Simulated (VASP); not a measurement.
# BP (F-43m) in VASP: further runs

Aim: see how the results for BP move with the level of theory and the settings. Levels: PBEsol, PBE-based screened hybrid. Tasks: single point.

All numbers are computed with VASP 6.6.1; they aren't measurements. Logs are shortened: lines on timing, memory, paths and dates and some standing lists are left out, and cuts for length are marked.

### Step 1. The cell of the first run

Symmetry: F-43m, No. 216, cubic system. The conventional cell has a = 4.375 Å, b = 4.375 Å, c = 4.375 Å, α = 90.00°, β = 90.00°, γ = 90.00°. Within 2.5 Å of P (site symmetry -43m) lie 4 B at 1.89 Å. B (site symmetry -43m) has 4 P at 1.89 Å within 2.5 Å.

### Step 2. Single point, PBEsol

Input file INCAR:

```
PREC = Accurate
ENCUT = 520
EDIFF = 1E-6
ISMEAR = -1
SIGMA = 0.05
LREAL = False
LASPH = True
NELM = 100
ALGO = Normal
ISIF = 2
LWAVE = False
LCHARG = False
GGA = PS
NBANDS = 11
```

Input file KPOINTS:

```
Automatic mesh
0
Gamma
  10 10 10
```

Input file POSCAR:

```
BP
1.0
    0.0000000000      2.1873103016      2.1873103016
    2.1873103016      0.0000000000      2.1873103016
    2.1873103016      2.1873103016      0.0000000000
P B
1 1
Direct
    0.7500000000      0.7500000000      0.7500000000
    0.0000000000      0.0000000000      0.0000000000
```

Potentials or basis: VASP PAW PBE potentials, release 64 (P, B).

Started as:

```sh
$ cat potpaw_PBE.64/P/POTCAR potpaw_PBE.64/B/POTCAR > POTCAR
$ mpirun -np 1 vasp_std > vasp.out
```

OUTCAR:

```text
PREC = Accurate
   ENCUT = 520
   EDIFF = 1E-6
   ISMEAR = -1
   LREAL = False
   LASPH = True
   NELM = 100
   ISIF = 2
   GGA = PS

 ion  position               nearest neighbor table
   1  0.750  0.750  0.750-   2 1.89   2 1.89   2 1.89   2 1.89
   2  0.000  0.000  0.000-   1 1.89   1 1.89   1 1.89   1 1.89

  LATTYP: Found a face centered cubic cell.
 ALAT       =     4.3746206032

  Lattice vectors:

 A1 = (   0.0000000000,   2.1873103016,   2.1873103016)
 A2 = (   2.1873103016,   0.0000000000,   2.1873103016)
 A3 = (   2.1873103016,   2.1873103016,   0.0000000000)

Analysis of symmetry for initial positions (statically):
=====================================================================
 Subroutine PRICEL returns:
 Original cell was already a primitive cell.

 Routine SETGRP: Setting up the symmetry group for a
 face centered cubic supercell.

 Subroutine GETGRP returns: Found 24 space group operations
 (whereof 24 operations were pure point group operations)
 out of a pool of 48 trial point group operations.

The static configuration has the point symmetry T_d .

Analysis of symmetry for dynamics (positions and initial velocities):
=====================================================================
 Subroutine PRICEL returns:
 Original cell was already a primitive cell.

 Routine SETGRP: Setting up the symmetry group for a
 face centered cubic supercell.

 Subroutine GETGRP returns: Found 24 space group operations
 (whereof 24 operations were pure point group operations)
 out of a pool of 48 trial point group operations.

The dynamic configuration has the point symmetry T_d .

 Subroutine INISYM returns: Found 24 space group operations
 (whereof 24 operations are pure point group operations),
 and found     1 'primitive' translations

----------------------------------------------------------------------------------------

                                     Primitive cell

  volume of cell :      20.9296

  direct lattice vectors                    reciprocal lattice vectors
     0.000000000  2.187310302  2.187310302    -0.228591252  0.228591252  0.228591252
     2.187310302  0.000000000  2.187310302     0.228591252 -0.228591252  0.228591252
     2.187310302  2.187310302  0.000000000     0.228591252  0.228591252 -0.228591252

  length of vectors
     3.093323894  3.093323894  3.093323894     0.395931662  0.395931662  0.395931662

  position of ions in fractional coordinates (direct lattice)
     0.750000000  0.750000000  0.750000000
     0.000000000  0.000000000  0.000000000

  ion indices of the primitive-cell ions
   primitive index   ion index
                 1           1
                 2           2

----------------------------------------------------------------------------------------

 KPOINTS: Automatic mesh

Automatic generation of k-mesh.
 Grid dimensions read from file:
 generate k-points for:   10   10   10

 Generating k-lattice:

  Cartesian coordinates                     Fractional coordinates (reciprocal lattice)
    -0.022859125  0.022859125  0.022859125     0.100000000  0.000000000  0.000000000
     0.022859125 -0.022859125  0.022859125     0.000000000  0.100000000  0.000000000
     0.022859125  0.022859125 -0.022859125     0.000000000  0.000000000  0.100000000

  Length of vectors
     0.039593166  0.039593166  0.039593166

  Shift w.r.t. Gamma in fractional coordinates (k-lattice)
     0.000000000  0.000000000  0.000000000

 Subroutine IBZKPT returns following result:
 ===========================================

 Found     47 irreducible k-points:

 Following reciprocal coordinates:
            Coordinates               Weight
  0.000000  0.000000  0.000000      1.000000
  0.100000  0.000000  0.000000      8.000000
  0.200000  0.000000  0.000000      8.000000
  0.300000  0.000000  0.000000      8.000000
  0.400000  0.000000  0.000000      8.000000
  0.500000  0.000000  0.000000      4.000000
[... 16 lines left out ...]
  0.300000  0.300000  0.000000      6.000000
  0.400000  0.300000  0.000000     24.000000
 [... further k-points ...]
   k-points           NKPTS =     47   k-points in BZ     NKDIM =     47   number of bands    NBANDS=     11
   number of dos      NEDOS =    301   number of ions     NIONS =      2
   total plane-waves  NPLWV =  13824
   dimension x,y,z NGX =    24 NGY =   24 NGZ =   24
   dimension x,y,z NGXF=    48 NGYF=   48 NGZF=   48
   ions per type =               1   1
   NGX,Y,Z   is equivalent  to a cutoff of  12.90, 12.90, 12.90 a.u.
   NGXF,Y,Z  is equivalent  to a cutoff of  25.80, 25.80, 25.80 a.u.
 SYSTEM =  unknown system
   PREC   = accura    normal or accurate (medium, high low for compatibility)
   ISTART =      0    job   : 0-new  1-cont  2-samecut
   ICHARG =      2    charge: 1-file 2-atom 10-const
   ISPIN  =      1    spin polarized calculation?
   LNONCOLLINEAR =      F non collinear calculations
   LSORBIT =      F    spin-orbit coupling
   LASPH  =      T    aspherical Exc in radial PAW
   ENCUT  =  520.0 eV  38.22 Ry    6.18 a.u.   5.75  5.75  5.75*2*pi/ulx,y,z
   NELM   =    100;   NELMIN=  2; NELMDL= -5     # of ELM steps
   EDIFF  = 0.1E-05   stopping-criterion for ELM
   LREAL  =      F    real-space projection
   EDIFFG = 0.1E-04   stopping-criterion for IOM
   NSW    =      0    number of steps for IOM
   IBRION =     -1    ionic relax: 0-MD 1-quasi-New 2-CG
   NFREE  =      0    steps in history (QN), initial steepest desc. (CG)
   ISIF   =      2    stress and relaxation
   ISYM   =      2    0-nonsym 1-usesym 2-fastsym
   POTIM  = 0.5000    time-step for ionic-motion
   TEBEG  =    0.0;   TEEND  =   0.0 temperature during run
   PSTRESS=    0.0 pullay stress
   NELECT =       8.0000    total number of electrons
   NUPDOWN=      -1.0000    fix difference up-down
   EMIN   =  10.00;   EMAX   =-10.00  energy-range for DOS
[... 5 lines left out ...]
     AMIX     =   0.40;   BMIX     =  1.00
     AMIX_MAG =   1.60;   BMIX_MAG =  1.00
  volume/ion in A,a.u.               =      10.46        70.62
  Fermi-wavevector in a.u.,A,eV,Ry     =   1.188095  2.245174 19.205566  1.411569
  Thomas-Fermi vector in A             =   2.324232
   LORBIT       =      0    0 simple, 1 ext, 2 COOP (PROOUT), +10 PAW based schemes
   GGA     = PS    functional components
   LHFCALC =     F    Hartree Fock is set to
   AEXX    =    0.0000 exact exchange contribution
   IVDW    =     0    specifies the selected vdW correction
   LEPSILON=     F    determine dielectric tensor
   LRPA    =     F    only Hartree local field effects (RPA)
 non-spin polarized calculation
  energy-cutoff  :      520.00
  volume of cell :       20.93
 maximum number of plane-waves:       588
   NGX = 11   NGY = 11   NGZ = 11

 number of electron       7.9999999 magnetization

 Free energy of the ion-electron system (eV)
  ---------------------------------------------------
  ext. energy  EPLUGINS =         0.00000000
  ---------------------------------------------------
  free energy    TOTEN  =       -13.54648743 eV

  energy without entropy =      -13.54648685  energy(sigma->0) =      -13.54648714

 E-fermi :   9.2219     XC(G=0): -11.5146

 val. band max:        8.7539108523   @ k =   0.0000   0.0000   0.0000
 cond. band min:       9.7385648922   @ k =   0.4000   0.4000   0.0000
 fundamental gap:      0.9846540399
 Fermi energy:         9.2219076810

 k-point     1 :       0.0000    0.0000    0.0000
  band No.  band energies     occupation
      1      -7.7579      2.00000
      2       8.7539      1.99983
      3       8.7539      1.99983
      4       8.7539      1.99983
      5      12.3008      0.00000
      6      12.3008      0.00000
      7      12.3008      0.00000
      8      17.8113      0.00000
      9      20.8113      0.00000
     10      21.2158      0.00000
     11      21.2158      0.00000

 k-point     2 :       0.1000    0.0000    0.0000
  band No.  band energies     occupation
      1      -7.5605      2.00000
      2       7.3570      2.00000
      3       8.4281      2.00000
      4       8.4281      2.00000
      5      12.7522      0.00000
      6      12.7522      0.00000
      7      12.8409      0.00000
      8      18.1978      0.00000
      9      20.4211      0.00000
     10      20.4211      0.00000
     11      21.4560      0.00000

 k-point     3 :       0.2000    0.0000    0.0000
  band No.  band energies     occupation
      1      -6.9742      2.00000
      2       4.8344      2.00000
      3       7.8207      2.00000
      4       7.8207      2.00000
      5      13.2194      0.00000
      6      13.5106      0.00000
      7      13.5106      0.00000
      8      18.9582      0.00000
      9      19.7573      0.00000
     10      19.7573      0.00000
     11      22.4044      0.00000

 k-point     4 :       0.3000    0.0000    0.0000
  band No.  band energies     occupation
      1      -6.0242      2.00000
      2       2.2701      2.00000
      3       7.2976      2.00000
      4       7.2976      2.00000
      5      13.2473      0.00000
      6      13.7630      0.00000
      7      13.7630      0.00000
      8      19.3045      0.00000
      9      20.4684      0.00000
     10      20.4684      0.00000
     11      22.9140      0.00000
[... 239 lines left out ...]
 k-point    22 :      -0.2000    0.2000    0.0000
  band No.  band energies     occupation
      1      -5.7036      2.00000
      2       3.2179      2.00000
      3       4.1051      2.00000
      4       7.4180      2.00000
      5      13.4224      0.00000
      6      14.3364      0.00000
      7      15.5883      0.00000
      8      17.7937      0.00000
      9      18.2804      0.00000
     10      23.1248      0.00000
     11      25.9966      0.00000

 k-point    23 :       0.3000    0.3000    0.0000
  band No.  band energies     occupation
      1      -5.4327      2.00000
      2       3.8191      2.00000
      3       5.1829      2.00000
      4       5.1829      2.00000
      5      10.1072      0.00000
      6      12.4583      0.00000
      7      18.3134      0.00000
      8      18.3134      0.00000
      9      23.2626      0.00000
     10      23.6665      0.00000
     11      26.6343      0.00000

 k-point    24 :       0.4000    0.3000    0.0000
  band No.  band energies     occupation
      1      -4.5129      2.00000
      2       2.3517      2.00000
      3       4.2494      2.00000
      4       4.8632      2.00000
      5      10.3830      0.00000
      6      12.2141      0.00000
      7      18.9269      0.00000
      8      19.0454      0.00000
      9      24.0129      0.00000
     10      24.6831      0.00000
     11      27.3701      0.00000

 [... further k-points ...]
[... 5 lines left out ...]
  --------------------------------------------------------------------------------------
  -------------------------------------------------------------------------------------
  Total        2.6251269      2.6251269      2.6251269      0.0000000     -0.0000000     -0.0000000
  in kB      200.9554073    200.9554073    200.9554073      0.0000000     -0.0000000     -0.0000000
  external PRESSURE =     200.9554073 kB  Pullay stress =       0.0000000 kB

 VOLUME and BASIS-vectors are now :
 -----------------------------------------------------------------------------
  energy-cutoff  :      520.00
  volume of cell :       20.93
      direct lattice vectors                 reciprocal lattice vectors
     0.000000000  2.187310302  2.187310302    -0.228591252  0.228591252  0.228591252
     2.187310302  0.000000000  2.187310302     0.228591252 -0.228591252  0.228591252
     2.187310302  2.187310302  0.000000000     0.228591252  0.228591252 -0.228591252

 POSITION                                       TOTAL-FORCE (eV/Angst)
 -----------------------------------------------------------------------------------
      3.28097      3.28097      3.28097         0.000000      0.000000      0.000000
      0.00000      0.00000      0.00000        -0.000000     -0.000000     -0.000000
 -----------------------------------------------------------------------------------
    total drift:                               -0.000000     -0.000000     -0.000000

  FREE ENERGIE OF THE ION-ELECTRON SYSTEM (eV)
  ---------------------------------------------------
  free  energy   TOTEN  =       -13.5464874278 eV

  energy  without entropy=      -13.5464868452  energy(sigma->0) =      -13.54648714
```

Wall time 7.6 s (1 thread of Intel Xeon 6975P-C, shared host); peak memory 0.13 GiB.

What came out:

| Quantity | Value |
| --- | --- |
| Free energy | -13.5465 eV |
| Pressure | 20.1 GPa |
| Band gap on the k mesh | 0.98 eV, indirect (least direct gap 3.55 eV) |

Caveat: the PAW data sets were made with another functional, which shifts forces and pressure a little. A k mesh can miss the band edges.

[end of part 1 of 2]
